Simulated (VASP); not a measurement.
NaH, 2 atoms in the cell. The structure is tetragonal, space group I4/mmm (No. 139). Conventional cell: a = 3.292 Å, b = 3.292 Å, c = 4.473 Å, α = 90.00°, β = 90.00°, γ = 90.00°. Na (site symmetry 4/mmm) has 6 H at 2.24 to 2.33 Å within 3.0 Å. H (site symmetry 4/mmm) has 6 Na at 2.24 to 2.33 Å within 3.0 Å.  This cell differs from its parent crystal: volume 12.120 Å^3 an atom, c/a of the conventional cell 0.9607.

- Program: VASP 6.6.1
- Task: single point
- Functional: r2SCAN
- Potentials or basis: VASP PAW PBE potentials, release 64 (Na_pv, H)
- Cutoff: 520 eV
- k mesh: 10 × 10 × 10
- Occupations: fermi-dirac, width 0.2 eV
- Spin: no spin polarisation
- Dipole correction: no
- Further INCAR settings: ALGO = Normal; EDIFF = 1e-06; NBANDS = 11

Potentials or basis: VASP PAW PBE potentials, release 64 (Na_pv, H).

Command:

```sh
$ cat potpaw_PBE.64/Na_pv/POTCAR potpaw_PBE.64/H/POTCAR > POTCAR
$ cp INCAR.step1 INCAR
$ mpirun -np 1 vasp_std > vasp.out
$ cp INCAR.step2 INCAR
$ mpirun -np 1 vasp_std > vasp.out
```

Hardware: 1 thread of Intel(R) Xeon(R) Platinum 8259CL CPU @ 2.50GHz (Skylake/Cascade Lake), on a shared host.

Estimate the wall time of this run.

Run time: 45 s on 1 thread of Intel(R) Xeon(R) Platinum 8259CL CPU @ 2.50GHz (Skylake/Cascade Lake), with other jobs on the host, peak memory 0.15 GiB. Counts: k points 102.
